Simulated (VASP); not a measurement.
A run of VASP 6.6.1 is set up as follows.

Contents of POSCAR:

```
LiBr
1.0
    0.0000000000      2.6675826783      2.6675826783
    2.6675826783      0.0000000000      2.6675826783
    2.6675826783      2.6675826783      0.0000000000
Li Br
1 1
Direct
    0.0000000000      0.0000000000      0.0000000000
    0.5000000000      0.5000000000      0.5000000000
```

The input INCAR.step1:

```
SYSTEM = LiBr
PREC = Accurate
ENCUT = 720
ISMEAR = -1
SIGMA = 0.03
LREAL = .FALSE.
LASPH = .TRUE.
NELM = 120
NBANDS = 12
GGA = PE
ALGO = Normal
EDIFF = 1E-5
LWAVE = .TRUE.
LCHARG = .FALSE.
GGA_COMPAT = .FALSE.
```

INCAR.step2

```
SYSTEM = LiBr
PREC = Accurate
ENCUT = 720
EDIFF = 1E-8
ISMEAR = -1
SIGMA = 0.03
LREAL = .FALSE.
LASPH = .TRUE.
NELM = 120
ALGO = Normal
ISIF = 2
LWAVE = .FALSE.
LCHARG = .FALSE.
METAGGA = R2SCAN
LMIXTAU = .TRUE.
LEFG = .TRUE.
NBANDS = 12
ISTART = 1
GGA_COMPAT = .FALSE.
```

KPOINTS

```
Automatic mesh
0
G
  10 10 10
  0 0 0
```

Potentials or basis: VASP PAW PBE potentials, release 64 (Li_sv, Br).

Launch:

```bash
$ cat potpaw_PBE.64/Li_sv/POTCAR potpaw_PBE.64/Br/POTCAR > POTCAR
$ cp INCAR.step1 INCAR
$ mpirun -np 1 vasp_std > vasp.out
$ cp INCAR.step2 INCAR
$ mpirun -np 1 vasp_std > vasp.out
```

Task: Estimate the band gap on the k mesh.

Result: 6.36 eV, indirect (the least direct gap lies 0.5 meV higher).

Task: Predict the pressure.

Result: 2.3 GPa.

Caveat: without QUAD_EFG the Cq values of the log hold for a quadrupole moment of 1 mb, not for the nuclei; the PAW data sets were made with another functional, which shifts forces and pressure a little. A k mesh can miss the band edges.
